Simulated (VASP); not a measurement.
FeSb2, 6 atoms in the cell. Symmetry: Pnnm, No. 58, orthorhombic system. The conventional cell has a = 5.619 Å, b = 6.241 Å, c = 3.003 Å, α = 90.00°, β = 90.00°, γ = 90.00°. Within 3.2 Å of Fe (site symmetry 2/m) lie 6 Sb at 2.45 to 2.48 Å and 2 Fe at 3.00 Å. Within 3.2 Å of Sb (site symmetry m) lie 3 Fe at 2.45 to 2.48 Å and 3 Sb at 2.81 to 3.00 Å. 

| Quantity | Value |
| --- | --- |
| Program | VASP 6.6.1 |
| Task | relaxation of shape and atoms at fixed volume |
| Functional | PBEsol |
| Potentials or basis | VASP PAW PBE potentials, release 64 (Fe, Sb) |
| Cutoff | 600 eV |
| k mesh | 6 × 6 × 12 |
| Occupations | gaussian, width 0.1 eV |
| Spin | no spin polarisation |
| Dipole correction | no |
| Further INCAR settings | ALGO = Normal; EDIFF = 1e-06; IBRION = 2; EDIFFG = -0.01; NSW = 50; ISIF = 4 |

Potentials or basis: VASP PAW PBE potentials, release 64 (Fe, Sb).

The run is started by

```bash
$ cat potpaw_PBE.64/Fe/POTCAR potpaw_PBE.64/Sb/POTCAR > POTCAR
$ mpirun -np 1 vasp_std > vasp.out
```

Hardware: 1 thread of Intel(R) Xeon(R) 6975P-C (Granite Rapids) (shared host).

**Question.** How long does it take, and how much memory?

**Answer.** Wall time 9.3 min on 1 thread of Intel(R) Xeon(R) 6975P-C (Granite Rapids), on a shared host, peak memory 0.45 GiB. Counts: scf iterations 26, k points 112, ion steps 4.
